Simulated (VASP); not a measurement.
# Zn (R-3m) in VASP: notebook, part 2 of 3

VASP 6.6.1. The steps go on from the part before.

## Step 3: Electric field gradients, r2SCAN (shortest bond scaled by 0.82)

File POSCAR:

```
Zn
1.0
    0.0000000000      2.6657071200      2.6657071200
    2.6657071200      0.0000000000      2.6657071200
    2.6657071200      2.6657071200      0.0000000000
Zn
2
Direct
   -0.1925000000     -0.1025000000     -0.1025000000
    0.1925000000      0.1025000000      0.1025000000
```

File INCAR.step1:

```
ALGO = Normal
EDIFF = 1E-4
ENCUT = 520
GGA = PE
ISMEAR = -1
LASPH = True
LCHARG = False
LREAL = False
LWAVE = True
NBANDS = 19
NELM = 80
PREC = Accurate
SIGMA = 0.05
```

File INCAR.step2:

```
ALGO = Normal
EDIFF = 1E-8
ENCUT = 520
ISIF = 2
ISMEAR = -1
ISTART = 1
LASPH = True
LCHARG = False
LEFG = True
LMIXTAU = True
LREAL = False
LWAVE = False
METAGGA = R2SCAN
NBANDS = 19
NELM = 80
PREC = Accurate
SIGMA = 0.05
```

File KPOINTS:

```
k-points
0
Gamma
  10 10 10
```

Potentials or basis: VASP PAW PBE potentials, release 64 (Zn).

On the command line:

```sh
$ cat potpaw_PBE.64/Zn/POTCAR > POTCAR
$ cp INCAR.step1 INCAR
$ mpirun -np 1 vasp_std > vasp.out
$ cp INCAR.step2 INCAR
$ mpirun -np 1 vasp_std > vasp.out
```

OUTCAR:

```text
EDIFF = 1E-8
   ENCUT = 520
   ISIF = 2
   ISMEAR = -1
   ISTART = 1
   LASPH = True
   LREAL = False
   METAGGA = R2SCAN
   NELM = 80
   PREC = Accurate

 ion  position               nearest neighbor table
   1  0.807  0.898  0.898-   2 1.89   2 2.48   2 2.48   2 2.48
   2  0.193  0.102  0.102-   1 1.89   1 2.48   1 2.48   1 2.48

  LATTYP: Found a face centered cubic cell.
 ALAT       =     5.3314142400

  Lattice vectors:

 A1 = (   0.0000000000,   2.6657071200,   2.6657071200)
 A2 = (   2.6657071200,   0.0000000000,   2.6657071200)
 A3 = (   2.6657071200,   2.6657071200,   0.0000000000)

Analysis of symmetry for initial positions (statically):
=====================================================================
 Subroutine PRICEL returns:
 Original cell was already a primitive cell.

 Routine SETGRP: Setting up the symmetry group for a
 face centered cubic supercell.

 Subroutine GETGRP returns: Found 12 space group operations
 (whereof  4 operations were pure point group operations)
 out of a pool of 48 trial point group operations.

The static configuration has the point symmetry C_2h.
 The point group associated with its full space group is D_3d.

Analysis of symmetry for dynamics (positions and initial velocities):
=====================================================================
 Subroutine PRICEL returns:
 Original cell was already a primitive cell.

 Routine SETGRP: Setting up the symmetry group for a
 face centered cubic supercell.

 Subroutine GETGRP returns: Found 12 space group operations
 (whereof  4 operations were pure point group operations)
 out of a pool of 48 trial point group operations.
[... 157 lines left out ...]
  band No.  band energies     occupation
      1      -8.4813      2.00000
      2      -7.4979      2.00000
      3      -7.4978      2.00000
      4      -7.3975      2.00000
      5      -7.0395      2.00000
      6      -7.0395      2.00000
[... 505 lines left out ...]
      6      -6.6635      2.00000
[... 11 lines left out ...]
     18      13.5064      0.00000
     19      16.6671      0.00000

 [... further k-points ...]

------------------------ aborting loop because EDIFF is reached ----------------------------------------

  FORCE on cell =-STRESS in cart. coord.  units (eV):
  Direction    XX          YY          ZZ          XY          YZ          ZX
  --------------------------------------------------------------------------------------
  -------------------------------------------------------------------------------------
  Total        5.3830095      5.3830095      5.3830095     -5.2558645      5.2558645     -5.2558645
  in kB      227.6504113    227.6504113    227.6504113   -222.2733798    222.2733798   -222.2733798
  external PRESSURE =     227.6504113 kB  Pullay stress =       0.0000000 kB

 VOLUME and BASIS-vectors are now :
 -----------------------------------------------------------------------------
  energy-cutoff  :      520.00
  volume of cell :       37.88
      direct lattice vectors                 reciprocal lattice vectors
     0.000000000  2.665707120  2.665707120    -0.187567492  0.187567492  0.187567492
     2.665707120  0.000000000  2.665707120     0.187567492 -0.187567492  0.187567492
     2.665707120  2.665707120  0.000000000     0.187567492  0.187567492 -0.187567492

 POSITION                                       TOTAL-FORCE (eV/Angst)
 -----------------------------------------------------------------------------------
      4.78494      4.54503      4.54503        -4.521012      4.521012      4.521012
      0.54647      0.78638      0.78638         4.521012     -4.521012     -4.521012
 -----------------------------------------------------------------------------------
    total drift:                               -0.000000      0.000000     -0.000000

  FREE ENERGIE OF THE ION-ELECTRON SYSTEM (eV)
  ---------------------------------------------------
  free  energy   TOTEN  =       -15.2312260293 eV

  energy  without entropy=      -15.2258355890  energy(sigma->0) =      -15.22853081

 Electric field gradients (V/A^2)
---------------------------------------------------------------------
 ion       V_xx      V_yy      V_zz      V_xy      V_xz      V_yz
---------------------------------------------------------------------
   1      -0.001     0.000     0.000    33.113    33.113   -33.120
   2      -0.001     0.000     0.000    33.113    33.113   -33.120
---------------------------------------------------------------------

 Electric field gradients after diagonalization (V/A^2)
 (convention: |V_zz| > |V_xx| > |V_yy|)
----------------------------------------------------------------------
 ion       V_xx      V_yy      V_zz     asymmetry (V_yy - V_xx)/ V_zz
----------------------------------------------------------------------
   1      33.120    33.110   -66.230       0.000
   2      33.120    33.110   -66.230       0.000
----------------------------------------------------------------------

           NMR quadrupolar parameters

 Cq : quadrupolar parameter    Cq=e*Q*V_zz/h
 eta: asymmetry parameters     (V_yy - V_xx)/ V_zz
 Q  : nuclear electric quadrupole moment in mb (millibarn)
----------------------------------------------------------------------
 ion       Cq(MHz)       eta       Q (mb)
----------------------------------------------------------------------
   1      -0.160       0.000       1.000
   2      -0.160       0.000       1.000
----------------------------------------------------------------------
```

OUTCAR.step1:

```text
EDIFF = 1E-4
   ENCUT = 520
   GGA = PE
   ISMEAR = -1
   LASPH = True
[... 750 lines left out ...]
      4.78494      4.54503      4.54503        -4.608331      4.608331      4.608331
      0.54647      0.78638      0.78638         4.608331     -4.608331     -4.608331
 -----------------------------------------------------------------------------------
    total drift:                               -0.000000      0.000000     -0.000000

  FREE ENERGIE OF THE ION-ELECTRON SYSTEM (eV)
  ---------------------------------------------------
  free  energy   TOTEN  =         0.3379333158 eV

  energy  without entropy=        0.3435723845  energy(sigma->0) =        0.34075285
```

Run time: 3.6 min. Hardware: 1 thread of AMD EPYC 9R45 (Zen 5), shared host; peak memory 0.18 GiB.

Results:

* Free energy: -15.2312 eV
* Pressure: 22.8 GPa
* Largest force: 7.831 eV/Å
* Band gap on the k mesh: zero (bands 12 and 13 overlap by 6.71 eV)
* Largest electric field gradient by atom: Zn -66.2 V/Å²

Forces in eV/Å, atoms in the order of the input:
```
Zn  -4.521  4.521  4.521
Zn   4.521 -4.521 -4.521
```

Stress tensor (GPa, compression positive):
```
 22.77 -22.23 -22.23
-22.23  22.77  22.23
-22.23  22.23  22.77
```

Electric field gradients, principal values (V/Å²):
```
atom   least  middle  greatest (by size)
1 Zn  33.110  33.120             -66.230
2 Zn  33.110  33.120             -66.230
```

Caveat: the cell differs from its parent crystal (shortest bond scaled by 0.82); the cell stands under pressure; without QUAD_EFG the Cq values of the log hold for a quadrupole moment of 1 mb, not for the nuclei; the PAW data sets were made with another functional, which shifts forces and pressure a little.

## Step 4: Electric field gradients, r2SCAN (shortest bond scaled by 0.64)

File POSCAR:

```
Zn
1.0
    0.0000000000      2.6657071200      2.6657071200
    2.6657071200      0.0000000000      2.6657071200
    2.6657071200      2.6657071200      0.0000000000
Zn
2
Direct
   -0.2600000000     -0.0800000000     -0.0800000000
    0.2600000000      0.0800000000      0.0800000000
```

File INCAR.step1:

```
SYSTEM = Zn
PREC = Accurate ; ENCUT = 520
ISMEAR = -1 ; SIGMA = 0.05
LREAL = .False. ; LASPH = .True.
NELM = 60 ; NBANDS = 19
GGA = PE ; ALGO = Normal
EDIFF = 1E-4 ; LWAVE = .True.
LCHARG = .False.
```

File INCAR.step2:

```
SYSTEM = Zn
PREC = Accurate ; ENCUT = 520
EDIFF = 1E-8 ; ISMEAR = -1
SIGMA = 0.05 ; LREAL = .False.
LASPH = .True. ; NELM = 60
ALGO = Normal ; ISIF = 2
LWAVE = .False. ; LCHARG = .False.
METAGGA = R2SCAN ; LMIXTAU = .True.
LEFG = .True. ; NBANDS = 19
ISTART = 1
```

File KPOINTS:

```
Automatic mesh
0
Gamma
  10 10 10
  0 0 0
```

Potentials or basis: VASP PAW PBE potentials, release 64 (Zn).

On the command line:

```sh
$ cat potpaw_PBE.64/Zn/POTCAR > POTCAR
$ cp INCAR.step1 INCAR
$ mpirun -np 1 vasp_std > vasp.out
$ cp INCAR.step2 INCAR
$ mpirun -np 1 vasp_std > vasp.out
```

OUTCAR:

```text
SYSTEM = Zn
   PREC = Accurate
   ENCUT = 520
   EDIFF = 1E-8
   ISMEAR = -1
   LREAL = .False.
   LASPH = .True.
   NELM = 60
   ISIF = 2
   METAGGA = R2SCAN
   ISTART = 1

 ion  position               nearest neighbor table
   1  0.740  0.920  0.920-   2 1.48   2 2.70   2 2.70   2 2.70
   2  0.260  0.080  0.080-   1 1.48   1 2.70   1 2.70   1 2.70

 -----------------------------------------------------------------------------
|                                                                             |
|           W    W    AA    RRRRR   N    N  II  N    N   GGGG   !!!           |
|           W    W   A  A   R    R  NN   N  II  NN   N  G    G  !!!           |
|           W    W  A    A  R    R  N N  N  II  N N  N  G       !!!           |
|           W WW W  AAAAAA  RRRRR   N  N N  II  N  N N  G  GGG   !            |
|           WW  WW  A    A  R   R   N   NN  II  N   NN  G    G                |
|           W    W  A    A  R    R  N    N  II  N    N   GGGG   !!!           |
|                                                                             |
|     The distance between some ions is very small. Please check the          |
|     nearest-neighbor list in the OUTCAR file.                               |
[... 744 lines left out ...]
 POSITION                                       TOTAL-FORCE (eV/Angst)
 -----------------------------------------------------------------------------------
      4.90490      4.42507      4.42507       -27.768962     27.768962     27.768962
      0.42651      0.90634      0.90634        27.768962    -27.768962    -27.768962
 -----------------------------------------------------------------------------------
    total drift:                               -0.000000     -0.000000      0.000000

  FREE ENERGIE OF THE ION-ELECTRON SYSTEM (eV)
  ---------------------------------------------------
  free  energy   TOTEN  =        -5.9103866205 eV

  energy  without entropy=       -5.9058407017  energy(sigma->0) =       -5.90811366

 Electric field gradients (V/A^2)
---------------------------------------------------------------------
 ion       V_xx      V_yy      V_zz      V_xy      V_xz      V_yz
---------------------------------------------------------------------
   1      -0.000     0.000     0.000    42.076    42.076   -42.088
   2      -0.000     0.000     0.000    42.076    42.076   -42.088
---------------------------------------------------------------------

 Electric field gradients after diagonalization (V/A^2)
 (convention: |V_zz| > |V_xx| > |V_yy|)
----------------------------------------------------------------------
 ion       V_xx      V_yy      V_zz     asymmetry (V_yy - V_xx)/ V_zz
----------------------------------------------------------------------
   1      42.088    42.072   -84.160       0.000
   2      42.088    42.072   -84.160       0.000
----------------------------------------------------------------------

           NMR quadrupolar parameters

 Cq : quadrupolar parameter    Cq=e*Q*V_zz/h
 eta: asymmetry parameters     (V_yy - V_xx)/ V_zz
 Q  : nuclear electric quadrupole moment in mb (millibarn)
----------------------------------------------------------------------
 ion       Cq(MHz)       eta       Q (mb)
----------------------------------------------------------------------
   1      -0.203       0.000       1.000
   2      -0.203       0.000       1.000
----------------------------------------------------------------------
```

Wall time 2.8 min (1 thread of AMD EPYC 9R45 (Zen 5), shared host); peak memory 0.18 GiB.

What came out:

- Free energy: -5.9104 eV
- Pressure: 95.4 GPa
- Largest force: 48.097 eV/Å
- Band gap on the k mesh: zero (bands 12 and 13 overlap by 7.12 eV)
- Largest electric field gradient by atom: Zn -84.2 V/Å²

Forces in eV/Å, atoms in the order of the input:
```
Zn  -27.769  27.769  27.769
Zn   27.769 -27.769 -27.769
```

Levels at points of the mesh, in eV from the Fermi level:
| k point | band 9 | band 10 | band 11 | band 12 | band 13 | band 14 | band 15 | band 16 |
| --- | --- | --- | --- | --- | --- | --- | --- | --- |
| (0.00, 0.00, 0.00) | -8.04 | -7.66 | -7.66 | 5.84 | 6.30 | 6.30 | 8.68 | 8.68 |
| (0.50, 0.00, 0.00) | -7.23 | -7.23 | -4.98 | -4.63 | 3.69 | 3.69 | 8.89 | 9.42 |
| (0.00, 0.50, 0.00) | -7.80 | -7.57 | -5.36 | -3.66 | 4.69 | 6.01 | 6.58 | 6.91 |
| (0.50, 0.50, 0.00) | -7.69 | -7.18 | -3.82 | -3.19 | 1.13 | 2.51 | 3.75 | 5.67 |

Electric field gradients, principal values (V/Å²):
| atom | least | middle | greatest (by size) |
| --- | --- | --- | --- |
| 1 Zn | 42.072 | 42.088 | -84.160 |
| 2 Zn | 42.072 | 42.088 | -84.160 |

Caveat: the cell differs from its parent crystal (shortest bond scaled by 0.64); atoms lie so close that the PAW spheres overlap strongly, which falsifies energies and pressures; the cell stands under pressure; without QUAD_EFG the Cq values of the log hold for a quadrupole moment of 1 mb, not for the nuclei; the PAW data sets were made with another functional, which shifts forces and pressure a little.

(Continued in part 3 of 3.)
